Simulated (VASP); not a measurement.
# MgO (Fm-3m) in VASP: further runs

Runs on MgO. Level: r2SCAN. Tasks: relaxation of cell and atoms, single point.

Program: VASP 6.6.1. These are calculated values, not measurements. Logs are shortened: lines on timing, memory, paths and dates and some standing lists are left out, and cuts for length are marked.

## 1. The cell of the first run

It takes space group Fm-3m (No. 225, cubic). Conventional cell: a = 4.253 Å, b = 4.253 Å, c = 4.253 Å, α = 90.00°, β = 90.00°, γ = 90.00°. Mg (site symmetry m-3m) has 6 O at 2.13 Å within 2.8 Å. O (site symmetry m-3m) has 6 Mg at 2.13 Å within 2.8 Å.

## 2. Relaxation of cell and atoms, r2SCAN

Contents of POSCAR:

```
MgO
1.0
    0.0000000000      2.1267050319      2.1267050319
    2.1267050319      0.0000000000      2.1267050319
    2.1267050319      2.1267050319      0.0000000000
Mg O
1 1
Direct
    0.0000000000      0.0000000000      0.0000000000
    0.5000000000      0.5000000000      0.5000000000
```

Contents of INCAR.step1:

```
SYSTEM = MgO
PREC     = Accurate       ! precision mode
ENCUT    = 750            ! plane-wave cutoff, eV
ISMEAR   = -1             ! smearing method
SIGMA    = 0.02           ! smearing width, eV
LREAL    = .FALSE.        ! projectors in reciprocal space
LASPH    = .TRUE.         ! aspherical terms in the spheres
NELM     = 120            ! most SCF steps
GGA      = PE             ! functional
ALGO     = Normal         ! electronic algorithm
EDIFF    = 1E-5           ! SCF threshold, eV
LWAVE    = .TRUE.         ! write WAVECAR
LCHARG   = .FALSE.        ! write CHGCAR
GGA_COMPAT= .FALSE.      
IBRION   = 2              ! ionic algorithm
ISIF     = 3              ! what is computed and relaxed
EDIFFG   = -0.005         ! ionic threshold
NELMIN   = 4            
NSW      = 100            ! ionic steps
```

Contents of INCAR.step2:

```
SYSTEM = MgO
PREC     = Accurate       ! precision mode
ENCUT    = 750            ! plane-wave cutoff, eV
EDIFF    = 1E-7           ! SCF threshold, eV
ISMEAR   = -1             ! smearing method
SIGMA    = 0.02           ! smearing width, eV
LREAL    = .FALSE.        ! projectors in reciprocal space
LASPH    = .TRUE.         ! aspherical terms in the spheres
NELM     = 120            ! most SCF steps
ALGO     = Normal         ! electronic algorithm
ISIF     = 3              ! what is computed and relaxed
LWAVE    = .FALSE.        ! write WAVECAR
LCHARG   = .FALSE.        ! write CHGCAR
METAGGA  = R2SCAN         ! meta-GGA
LMIXTAU  = .TRUE.       
IBRION   = 2              ! ionic algorithm
NSW      = 80             ! ionic steps
EDIFFG   = -0.005         ! ionic threshold
ISTART   = 1            
GGA_COMPAT= .FALSE.      
NELMIN   = 4
```

Contents of KPOINTS:

```
Automatic mesh
0
G
  10 10 10
  0 0 0
```

Potentials or basis: VASP PAW PBE potentials, release 64 (Mg_sv, O).

The run is started by

```console
$ cat potpaw_PBE.64/Mg_sv/POTCAR potpaw_PBE.64/O/POTCAR > POTCAR
$ cp INCAR.step1 INCAR
$ mpirun -np 1 vasp_std > vasp.out
$ cp INCAR.step2 INCAR
$ mpirun -np 1 vasp_std > vasp.out
```

OUTCAR:

```text
SYSTEM = MgO
   PREC = Accurate
   ENCUT = 750
   EDIFF = 1E-7
   ISMEAR = -1
   LREAL = .FALSE.
   LASPH = .TRUE.
   NELM = 120
   ISIF = 3
   METAGGA = R2SCAN
   IBRION = 2
   NSW = 80
   EDIFFG = -0.005
   ISTART = 1
   NELMIN = 4

 ion  position               nearest neighbor table
   1  0.000  0.000  0.000-   2 2.13   2 2.13   2 2.13   2 2.13   2 2.13   2 2.13
   2  0.500  0.500  0.500-   1 2.13   1 2.13   1 2.13   1 2.13   1 2.13   1 2.13

  LATTYP: Found a face centered cubic cell.
 ALAT       =     4.2534100638

  Lattice vectors:

 A1 = (   0.0000000000,   2.1267050319,   2.1267050319)
 A2 = (   2.1267050319,   0.0000000000,   2.1267050319)
 A3 = (   2.1267050319,   2.1267050319,   0.0000000000)

Analysis of symmetry for initial positions (statically):
=====================================================================
 Subroutine PRICEL returns:
 Original cell was already a primitive cell.

 Routine SETGRP: Setting up the symmetry group for a
 face centered cubic supercell.

 Subroutine GETGRP returns: Found 48 space group operations
 (whereof 48 operations were pure point group operations)
 out of a pool of 48 trial point group operations.

The static configuration has the point symmetry O_h .

Analysis of symmetry for dynamics (positions and initial velocities):
=====================================================================
 Subroutine PRICEL returns:
 Original cell was already a primitive cell.

 Routine SETGRP: Setting up the symmetry group for a
 face centered cubic supercell.

 Subroutine GETGRP returns: Found 48 space group operations
 (whereof 48 operations were pure point group operations)
 out of a pool of 48 trial point group operations.

The dynamic configuration has the point symmetry O_h .

 Subroutine INISYM returns: Found 48 space group operations
 (whereof 48 operations are pure point group operations),
 and found     1 'primitive' translations

----------------------------------------------------------------------------------------

                                     Primitive cell

  volume of cell :      19.2376

  direct lattice vectors                    reciprocal lattice vectors
     0.000000000  2.126705032  2.126705032    -0.235105477  0.235105477  0.235105477
     2.126705032  0.000000000  2.126705032     0.235105477 -0.235105477  0.235105477
     2.126705032  2.126705032  0.000000000     0.235105477  0.235105477 -0.235105477
[... 97 lines left out ...]
   EMIN   =  10.00;   EMAX   =-10.00  energy-range for DOS
   EFERMI =   0.00;   METHOD = LEGACY
   ISMEAR =    -1;   SIGMA  =   0.02  broadening in eV -4-tet -1-fermi 0-gaus
   EFERMI_NEDOS =   21; number of points for ismear=-14 and -15
   IALGO  =     38    algorithm
   IMIX   =      4    mixing-type and parameters
     AMIX     =   0.40;   BMIX     =  1.00
     AMIX_MAG =   1.60;   BMIX_MAG =  1.00
  volume/ion in A,a.u.               =       9.62        64.91
  Fermi-wavevector in a.u.,A,eV,Ry     =   1.539563  2.909353 32.249282  2.370255
  Thomas-Fermi vector in A             =   2.645774
   LORBIT       =      0    0 simple, 1 ext, 2 COOP (PROOUT), +10 PAW based schemes
   METAGGA = R2SCAN    functional components
   LHFCALC =     F    Hartree Fock is set to
   AEXX    =    0.0000 exact exchange contribution
   IVDW    =     0    specifies the selected vdW correction
   LEPSILON=     F    determine dielectric tensor
   LRPA    =     F    only Hartree local field effects (RPA)
 conjugate gradient relaxation of ions
 non-spin polarized calculation
  energy-cutoff  :      750.00
  volume of cell :       19.24
 maximum number of plane-waves:       934
   NGX = 13   NGY = 13   NGZ = 13

--------------------------------------- Ionic step        1  -------------------------------------------

 number of electron      15.9999997 magnetization

 Free energy of the ion-electron system (eV)
  ---------------------------------------------------
  ext. energy  EPLUGINS =         0.00000000
  ---------------------------------------------------
  free energy    TOTEN  =       -16.15567831 eV

  energy without entropy =      -16.15567831  energy(sigma->0) =      -16.15567831

------------------------ aborting loop because EDIFF is reached ----------------------------------------

  FORCE on cell =-STRESS in cart. coord.  units (eV):
  Direction    XX          YY          ZZ          XY          YZ          ZX
  --------------------------------------------------------------------------------------
  -------------------------------------------------------------------------------------
  Total       -0.6406470     -0.6406470     -0.6406470     -0.0000000      0.0000000     -0.0000000
  in kB      -53.3553029    -53.3553029    -53.3553029     -0.0000000      0.0000000     -0.0000000
  external PRESSURE =     -53.3553029 kB  Pullay stress =       0.0000000 kB
[... 95 lines left out ...]
--------------------------------------- Ionic step        4  -------------------------------------------

 number of electron      15.9999994 magnetization

 Free energy of the ion-electron system (eV)
  ---------------------------------------------------
  ext. energy  EPLUGINS =         0.00000000
  ---------------------------------------------------
  free energy    TOTEN  =       -16.16622935 eV

  energy without entropy =      -16.16622935  energy(sigma->0) =      -16.16622935

 E-fermi :   3.0389     XC(G=0): -12.0685

 val. band max:        2.5417702676   @ k =   0.0000   0.0000   0.0000
 cond. band min:       8.2390871140   @ k =   0.0000   0.0000   0.0000
 fundamental gap:      5.6973168464
 Fermi energy:         3.0388827661

 k-point     1 :       0.0000    0.0000    0.0000
  band No.  band energies     occupation
      1     -72.4112      2.00000
      2     -37.5016      2.00000
      3     -37.5016      2.00000
      4     -37.5016      2.00000
      5     -15.6704      2.00000
      6       2.5418      2.00000
      7       2.5418      2.00000
      8       2.5418      2.00000
      9       8.2391      0.00000
     10      19.4323      0.00000
     11      19.4323      0.00000
     12      19.4323      0.00000
[... 331 lines left out ...]
 k-point    24 :       0.4000    0.3000    0.0000
  band No.  band energies     occupation
      1     -72.4024      2.00000
      2     -37.5615      2.00000
      3     -37.5256      2.00000
      4     -37.5232      2.00000
      5     -14.4517      2.00000
      6      -1.0350      2.00000
      7       1.2236      2.00000
      8       1.4373      2.00000
      9      13.2145      0.00000
     10      13.7252      0.00000
     11      17.4460      0.00000
     12      22.1581      0.00000

 [... further k-points ...]
[... 5 lines left out ...]
  --------------------------------------------------------------------------------------
  -------------------------------------------------------------------------------------
  Total       -0.0001585     -0.0001585     -0.0001585      0.0000000     -0.0000000      0.0000000
  in kB       -0.0136645     -0.0136645     -0.0136645      0.0000000     -0.0000000      0.0000000
  external PRESSURE =      -0.0136645 kB  Pullay stress =       0.0000000 kB
[... 17 lines left out ...]
  FREE ENERGIE OF THE ION-ELECTRON SYSTEM (eV)
  ---------------------------------------------------
  free  energy   TOTEN  =       -16.1662293541 eV

  energy  without entropy=      -16.1662293541  energy(sigma->0) =      -16.16622935

 reached required accuracy - stopping structural energy minimisation
```

OUTCAR.step1:

```text
SYSTEM = MgO
   PREC = Accurate
   ENCUT = 750
   ISMEAR = -1
   LREAL = .FALSE.
   LASPH = .TRUE.
   NELM = 120
   GGA = PE
[... 722 lines left out ...]
  -------------------------------------------------------------------------------------
  Total        0.0007499      0.0007499      0.0007499      0.0000000      0.0000000      0.0000000
  in kB        0.0626461      0.0626461      0.0626461      0.0000000      0.0000000      0.0000000
  external PRESSURE =       0.0626461 kB  Pullay stress =       0.0000000 kB
[... 17 lines left out ...]
  FREE ENERGIE OF THE ION-ELECTRON SYSTEM (eV)
  ---------------------------------------------------
  free  energy   TOTEN  =       -11.8881395247 eV

  energy  without entropy=      -11.8881395247  energy(sigma->0) =      -11.88813952

 reached required accuracy - stopping structural energy minimisation
```

Run time: 5 min. Hardware: 1 thread of Intel Xeon Platinum 8259CL at 2.50GHz (Skylake/Cascade Lake), shared host; peak memory 0.17 GiB.

Results:

```yaml
Free_energy: -16.1662 eV
Relaxed_volume: 9.29 Å³/atom
Relaxed_cell: a = 2.973 Å, b = 2.973 Å, c = 2.973 Å, α = 60.00°, β = 60.00°, γ = 60.00°
Space_group_after_relaxing_to_0.1_Å: Fm-3m (No. 225)
Energy_gained_by_relaxing: 5.3 meV/atom
Ionic_steps: 4
Pressure_after_relaxing: 0.0 GPa
Band_gap_on_the_k_mesh: 5.70 eV
```

Step by step:
| step | energy change (eV) | largest force (eV/Å) | pressure (GPa) | volume (Å³) |
| --- | --- | --- | --- | --- |
| 1 | 0.0000 | 0.0000 | -5.34 | 19.24 |
| 2 | -0.0089 | 0.0000 | 2.05 | 18.36 |
| 3 | -0.0106 | 0.0000 | -0.14 | 18.61 |
| 4 | -0.0106 | 0.0000 | 0.00 | 18.59 |

Final structure:
```cif
data_structure
_symmetry_space_group_name_H-M 'P 1'
_symmetry_Int_Tables_number 1
_cell_length_a 2.9734
_cell_length_b 2.9734
_cell_length_c 2.9734
_cell_angle_alpha 60.000
_cell_angle_beta 60.000
_cell_angle_gamma 60.000
_cell_volume 18.59
loop_
_atom_site_label
_atom_site_type_symbol
_atom_site_fract_x
_atom_site_fract_y
_atom_site_fract_z
_atom_site_occupancy
Mg1 Mg 0.00000 0.00000 0.00000 1
O1 O 0.50000 0.50000 0.50000 1
```

Caveat: the PAW data sets were made with another functional, which shifts forces and pressure a little.

## 3. Single point, r2SCAN

This run uses another cell than the first one, of 9.29 Å³/atom.

Contents of POSCAR:

```
MgO
1.0
    0.0000000000      2.1021674168      2.1021674168
    2.1021674168      0.0000000000      2.1021674168
    2.1021674168      2.1021674168      0.0000000000
Mg O
1 1
Direct
    0.0000000000      0.0000000000      0.0000000000
    0.5000000000      0.5000000000      0.5000000000
```

Contents of INCAR.step1:

```
PREC = Accurate ; ENCUT = 750
ISMEAR = 0 ; SIGMA = 0.01
LREAL = F ; LASPH = T
NELM = 120 ; NBANDS = 15
GGA = PE ; ALGO = Normal
EDIFF = 1E-5 ; LWAVE = T
LCHARG = F ; GGA_COMPAT = F
```

Contents of INCAR.step2:

```
PREC = Accurate ; ENCUT = 750
EDIFF = 1E-6 ; ISMEAR = 0
SIGMA = 0.01 ; LREAL = F
LASPH = T ; NELM = 120
ALGO = Normal ; ISIF = 2
LWAVE = F ; LCHARG = F
METAGGA = R2SCAN ; LMIXTAU = T
NBANDS = 15 ; ISTART = 1
GGA_COMPAT = F
```

Contents of KPOINTS:

```
Automatic mesh
0
Gamma
  10 10 10
```

Potentials or basis: VASP PAW PBE potentials, release 64 (Mg_sv, O).

The run is started by

```console
$ cat potpaw_PBE.64/Mg_sv/POTCAR potpaw_PBE.64/O/POTCAR > POTCAR
$ cp INCAR.step1 INCAR
$ mpirun -np 1 vasp_std > vasp.out
$ cp INCAR.step2 INCAR
$ mpirun -np 1 vasp_std > vasp.out
```

Wall time 1.9 min (1 thread of Intel Xeon Platinum 8375C at 2.90GHz (Ice Lake), shared host); peak memory 0.17 GiB.

It converged, with:

```
Free energy            : -16.1628 eV
Pressure               : 0.0 GPa
Band gap on the k mesh : 5.70 eV
```

Levels at points of the mesh, in eV from the valence-band top:
```
           k point  band 4  band 5  band 6  band 7  band 8  band 9  band 10  band 11  band 12  band 13
(0.00, 0.00, 0.00)  -40.04  -18.21    0.00    0.00    0.00    5.70    16.89    16.89    16.89    21.02
(0.50, 0.00, 0.00)  -40.05  -16.93   -4.62   -0.68   -0.68    8.87    13.91    17.57    17.57    22.60
(0.50, 0.50, 0.00)  -40.07  -16.71   -4.09   -1.37   -1.37   10.05    11.22    14.38    20.55    20.55
```

Caveat: the PAW data sets were made with another functional, which shifts forces and pressure a little.
